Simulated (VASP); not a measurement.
Input of a VASP 6.6.1 run:

Contents of INCAR:

```
SYSTEM = YTiGe
  ALGO = Normal
  EDIFF = 1E-6
  ENCUT = 520
  GGA = PS
  ISIF = 2
  ISMEAR = 0
  LASPH = .True.
  LCHARG = .True.
  LELF = .True.
  LREAL = .False.
  LVHAR = .True.
  LWAVE = .False.
  NBANDS = 46
  NELM = 100
  PREC = Accurate
  SIGMA = 0.0406
```

File KPOINTS:

```
k-points
0
Gamma
  6 6 6
  0 0 0
```

Contents of POSCAR:

```
YTiGe
1.0
    0.0000000000      3.9151478115      0.0000001286
    3.9151478115      0.0000000000      0.0000001286
    1.9575741542      1.9575741542     -7.5622896119
Ge Ti Y
2 2 2
Direct
    0.1232859116      0.1232859116      0.7534281768
    0.8767140884      0.8767140884      0.2465718232
    0.5000000000      0.0000000000      0.0000000000
    0.0000000000      0.5000000000      0.0000000000
    0.3246857260      0.3246857260      0.3506285480
    0.6753142740      0.6753142740      0.6493714520
```

Potentials or basis: VASP PAW PBE potentials, release 64 (Ge_d, Ti_sv, Y_sv).

Run with:

```console
$ cat potpaw_PBE.64/Ge_d/POTCAR potpaw_PBE.64/Ti_sv/POTCAR potpaw_PBE.64/Y_sv/POTCAR > POTCAR
$ mpirun -np 1 vasp_std > vasp.out
```

(1) Predict the pressure.

(2) Estimate the largest force.

## Answers

(1) 4.9 GPa.

(2) 0.006 eV/Å.

Caveat: the cell stands under pressure; the PAW data sets were made with another functional, which shifts forces and pressure a little.
